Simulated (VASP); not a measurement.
# BN (P6_3mc) in VASP: notebook, part 2 of 2

VASP 6.6.1. The steps go on from the part before.

## 4. Single point, PBE

This run uses another cell than the first one, of 5.97 Å³/atom, 1.015 times its volume.

File INCAR:

```
SYSTEM = BN
ALGO = Normal ; EDIFF = 1E-7
ENCUT = 520 ; GGA = PE
ISIF = 2 ; ISMEAR = 0
LASPH = .True. ; LCHARG = .False.
LREAL = .False. ; LWAVE = .False.
NBANDS = 16 ; NELM = 60
PREC = Accurate ; SIGMA = 0.028999999999999998
```

File KPOINTS:

```
k-points
0
Gamma
  12 12 6
  0 0 0
```

File POSCAR:

```
BN
1.0
    2.5539396017      0.0000000000      0.0000000000
   -1.2769698009      2.2117765748      0.0000000000
    0.0000000000      0.0000000000      4.2268550000
N B
2 2
Direct
    0.3333333333      0.6666666667      0.1252760000
    0.6666666667      0.3333333333      0.6252760000
    0.3333333333      0.6666666667      0.4997240000
    0.6666666667      0.3333333333      0.9997240000
```

Potentials or basis: VASP PAW PBE potentials, release 64 (N, B).

The run is started by

```console
$ cat potpaw_PBE.64/N/POTCAR potpaw_PBE.64/B/POTCAR > POTCAR
$ mpirun -np 1 vasp_std > vasp.out
```

OUTCAR:

```text
SYSTEM = BN
   EDIFF = 1E-7
   ENCUT = 520
   GGA = PE
   ISIF = 2
   ISMEAR = 0
   LASPH = .True.
   LREAL = .False.
   NELM = 60
   PREC = Accurate

 ion  position               nearest neighbor table
   1  0.333  0.667  0.125-   4 1.57   4 1.57   4 1.57   3 1.58
   2  0.667  0.333  0.625-   3 1.57   3 1.57   3 1.57   4 1.58
   3  0.333  0.667  0.500-   2 1.57   2 1.57   2 1.57   1 1.58
   4  0.667  0.333  1.000-   1 1.57   1 1.57   1 1.57   2 1.58

  LATTYP: Found a hexagonal cell.
 ALAT       =     2.5539396017
 C/A-ratio  =     1.6550332659

  Lattice vectors:

 A1 = (   2.5539396017,   0.0000000000,   0.0000000000)
 A2 = (  -1.2769698009,   2.2117765748,   0.0000000000)
 A3 = (   0.0000000000,   0.0000000000,   4.2268550000)

Analysis of symmetry for initial positions (statically):
=====================================================================
 Subroutine PRICEL returns:
 Original cell was already a primitive cell.

 Routine SETGRP: Setting up the symmetry group for a
 hexagonal supercell.

 Subroutine GETGRP returns: Found 12 space group operations
 (whereof  6 operations were pure point group operations)
 out of a pool of 24 trial point group operations.

The static configuration has the point symmetry C_3v.
 The point group associated with its full space group is C_6v.

Analysis of symmetry for dynamics (positions and initial velocities):
=====================================================================
 Subroutine PRICEL returns:
 Original cell was already a primitive cell.

 Routine SETGRP: Setting up the symmetry group for a
 hexagonal supercell.

 Subroutine GETGRP returns: Found 12 space group operations
 (whereof  6 operations were pure point group operations)
 out of a pool of 24 trial point group operations.

The dynamic configuration has the point symmetry C_3v.
 The point group associated with its full space group is C_6v.

[... 117 lines left out ...]
   ISMEAR =     0;   SIGMA  =   0.03  broadening in eV -4-tet -1-fermi 0-gaus
   EFERMI_NEDOS =   21; number of points for ismear=-14 and -15
   IALGO  =     38    algorithm
   IMIX   =      4    mixing-type and parameters
     AMIX     =   0.40;   BMIX     =  1.00
     AMIX_MAG =   1.60;   BMIX_MAG =  1.00
  volume/ion in A,a.u.               =       5.97        40.28
  Fermi-wavevector in a.u.,A,eV,Ry     =   1.432600  2.707222 27.923836  2.052344
  Thomas-Fermi vector in A             =   2.552210
   LORBIT       =      0    0 simple, 1 ext, 2 COOP (PROOUT), +10 PAW based schemes
   GGA     = PE    functional components
   LHFCALC =     F    Hartree Fock is set to
   AEXX    =    0.0000 exact exchange contribution
   IVDW    =     0    specifies the selected vdW correction
   LEPSILON=     F    determine dielectric tensor
   LRPA    =     F    only Hartree local field effects (RPA)
 non-spin polarized calculation
 Gauss-broadening in eV      SIGMA  =   0.03
  energy-cutoff  :      520.00
  volume of cell :       23.88
 maximum number of plane-waves:       660
 NGX is ok and might be reduce to    20
   NGX =  9   NGY =  9   NGZ = 15

 number of electron      16.0000000 magnetization

 Free energy of the ion-electron system (eV)
  ---------------------------------------------------
  ext. energy  EPLUGINS =         0.00000000
  ---------------------------------------------------
  free energy    TOTEN  =       -34.83269652 eV

  energy without entropy =      -34.83269652  energy(sigma->0) =      -34.83269652

 E-fermi :   7.6525     XC(G=0): -12.7611

 val. band max:        7.4319569741   @ k =   0.0000   0.0000   0.0000
 cond. band min:      12.6287831158   @ k =   0.3333   0.3333   0.0000
 fundamental gap:      5.1968261417
 Fermi energy:         7.6525228723

 k-point     1 :       0.0000    0.0000    0.0000
  band No.  band energies     occupation
      1     -12.8569      2.00000
      2      -8.7569      2.00000
      3      -3.3940      2.00000
      4       5.3332      2.00000
      5       5.3332      2.00000
      6       7.1565      2.00000
[... 433 lines left out ...]
      3      -1.3115      2.00000
      4       0.1233      2.00000
      5       1.4964      2.00000
      6       3.1842      2.00000
[... 8 lines left out ...]
     15      23.3219      0.00000
     16      23.5733      0.00000

 [... further k-points ...]
[... 5 lines left out ...]
  --------------------------------------------------------------------------------------
  -------------------------------------------------------------------------------------
  Total        0.0673462      0.0673462     -0.0482444     -0.0000000      0.0000000      0.0000000
  in kB        4.5191253      4.5191253     -3.2373376     -0.0000000      0.0000000      0.0000000
  external PRESSURE =       1.9336377 kB  Pullay stress =       0.0000000 kB

 VOLUME and BASIS-vectors are now :
 -----------------------------------------------------------------------------
  energy-cutoff  :      520.00
  volume of cell :       23.88
      direct lattice vectors                 reciprocal lattice vectors
     2.553939602  0.000000000  0.000000000     0.391551938  0.226062617  0.000000000
    -1.276969801  2.211776575  0.000000000     0.000000000  0.452125233  0.000000000
     0.000000000  0.000000000  4.226855000     0.000000000  0.000000000  0.236582518

 POSITION                                       TOTAL-FORCE (eV/Angst)
 -----------------------------------------------------------------------------------
     -0.00000      1.47452      0.52952        -0.000000      0.000000     -0.014264
      1.27697      0.73726      2.64295         0.000000     -0.000000     -0.014264
     -0.00000      1.47452      2.11226        -0.000000      0.000000      0.014264
      1.27697      0.73726      4.22569        -0.000000      0.000000      0.014264
 -----------------------------------------------------------------------------------
    total drift:                               -0.000000      0.000000      0.000166

  FREE ENERGIE OF THE ION-ELECTRON SYSTEM (eV)
  ---------------------------------------------------
  free  energy   TOTEN  =       -34.8326965185 eV

  energy  without entropy=      -34.8326965185  energy(sigma->0) =      -34.83269652
```

OSZICAR:

```text
N       E                     dE             d eps       ncg     rms          rms(c)
DAV:   1     0.381367567183E+02    0.38137E+02   -0.82793E+03  2432   0.971E+02
DAV:   2    -0.344115991467E+02   -0.72548E+02   -0.68326E+02  3504   0.230E+02
DAV:   3    -0.367387615157E+02   -0.23272E+01   -0.23229E+01  2712   0.376E+01
DAV:   4    -0.367443641847E+02   -0.56027E-02   -0.56024E-02  2944   0.212E+00
DAV:   5    -0.367443796657E+02   -0.15481E-04   -0.15481E-04  2688   0.103E-01    0.941E+00
DAV:   6    -0.349909219162E+02    0.17535E+01   -0.22228E+00  3064   0.136E+01    0.446E+00
DAV:   7    -0.348605593519E+02    0.13036E+00   -0.31390E-01  3088   0.451E+00    0.273E+00
DAV:   8    -0.348336386207E+02    0.26921E-01   -0.52998E-02  2816   0.186E+00    0.257E-01
DAV:   9    -0.348324118349E+02    0.12268E-02   -0.18945E-03  2808   0.519E-01    0.132E-01
DAV:  10    -0.348326882905E+02   -0.27646E-03   -0.49108E-04  2856   0.173E-01    0.254E-02
DAV:  11    -0.348326954231E+02   -0.71327E-05   -0.31954E-05  3048   0.550E-02    0.148E-02
DAV:  12    -0.348326964249E+02   -0.10017E-05   -0.57018E-06  2896   0.237E-02    0.201E-03
DAV:  13    -0.348326965185E+02   -0.93651E-07   -0.16090E-07  2216   0.398E-03
   1 F= -.34832697E+02 E0= -.34832697E+02  d E =-.285533E-29
```

It took 49 s on 1 thread of Intel Xeon Platinum 8488C (Sapphire Rapids), shared host; peak memory 0.14 GiB.

Results:

* Free energy: -34.8327 eV
* Pressure: 0.2 GPa
* Largest force: 0.014 eV/Å
* Band gap on the k mesh: 5.20 eV, indirect (least direct gap 8.23 eV)

Forces on the atoms (eV/Å):
```
N    0.000  0.000 -0.014
N    0.000  0.000 -0.014
B    0.000  0.000  0.014
B    0.000  0.000  0.014
```

Stress tensor (GPa, compression positive):
```
 0.45  0.00  0.00
 0.00  0.45  0.00
 0.00  0.00 -0.32
```

A k mesh can miss the band edges. As with any semilocal functional, this PBE gap is likely too small.

## 5. Single point, PBE

This run uses another cell than the first one, of 5.61 Å³/atom, 0.954 times its volume.

File INCAR:

```
SYSTEM = BN
PREC = Accurate
ENCUT = 520
EDIFF = 1E-7
ISMEAR = -1
SIGMA = 0.05
LREAL = .FALSE.
LASPH = .TRUE.
NELM = 80
ALGO = Normal
ISIF = 2
LWAVE = .FALSE.
LCHARG = .FALSE.
GGA = PE
NBANDS = 16
```

File KPOINTS:

```
regular mesh
0
G
  12 12 6
  0 0 0
```

File POSCAR:

```
BN
1.0
    2.5018037563      0.0000000000      0.0000000000
   -1.2509018782      2.1666256083      0.0000000000
    0.0000000000      0.0000000000      4.1405684416
N B
2 2
Direct
    0.3333333333      0.6666666667      0.1252760000
    0.6666666667      0.3333333333      0.6252760000
    0.3333333333      0.6666666667      0.4997240000
    0.6666666667      0.3333333333      0.9997240000
```

The run is started by

```console
$ cat potpaw_PBE.64/N/POTCAR potpaw_PBE.64/B/POTCAR > POTCAR
$ mpirun -np 1 vasp_std > vasp.out
```

Run time: 14 s. Hardware: 1 thread of AMD EPYC 9R14 (Zen 4), shared host; peak memory 0.11 GiB.

The run converged. Its results:

```
Free energy            : -34.7180 eV
Pressure               : 26.2 GPa
Largest force          : 0.036 eV/Å
Band gap on the k mesh : 5.09 eV, indirect (least direct gap 8.53 eV)
```

Forces on the atoms (eV/Å):
```
N    0.000  0.000  0.036
N    0.000  0.000  0.036
B    0.000  0.000 -0.036
B    0.000  0.000 -0.036
```

Stress tensor (GPa, compression positive):
```
26.33  0.00  0.00
 0.00 26.33  0.00
 0.00  0.00 25.82
```

Levels at points of the mesh, in eV from the valence-band top:
```csv
k point,band 6,band 7,band 8,band 9,band 10,band 11
"(0.00, 0.00, 0.00)",-0.30,0.00,0.00,8.59,8.59,8.88
"(0.50, 0.00, 0.00)",-5.25,-4.68,-2.23,6.91,8.12,10.88
"(0.00, 0.00, 0.50)",-1.24,-1.24,-1.24,9.98,9.98,10.21
"(0.50, 0.00, 0.50)",-3.97,-3.75,-3.75,6.78,6.78,10.39
```

A k mesh can miss the band edges.

## 6. The runs side by side

| level | cell | smearing | gap on the mesh (eV) | pressure (GPa) | largest force (eV/Å) |
| --- | --- | --- | --- | --- | --- |
| PBE+D3(BJ) | a = 2.542, b = 2.542, c = 4.204 Å, angles 90.0, 90.0, 120.0°, 4 atoms | fermi-dirac 0.05 eV | 5.18 | 0.3 | - |
| PBE+D4 | a = 2.542, b = 2.542, c = 4.204 Å, angles 90.0, 90.0, 120.0°, 4 atoms | fermi-dirac 0.05 eV | 5.18 | 0.3 | - |
| PBE | a = 2.554, b = 2.554, c = 4.227 Å, angles 90.0, 90.0, 120.0°, 4 atoms | gaussian 0.029 eV | 5.20 | 0.2 | 0.01 |
| PBE | a = 2.502, b = 2.502, c = 4.141 Å, angles 90.0, 90.0, 120.0°, 4 atoms | fermi-dirac 0.05 eV | 5.09 | 26.2 | 0.04 |

Alike in all rows: task single point; potentials or basis VASP PAW PBE potentials, release 64 (N, B); no spin polarisation; k mesh 12 × 12 × 6; cutoff (eV) 520.

Total energies depend on the potentials used, so only differences within one code and one set of settings carry meaning.
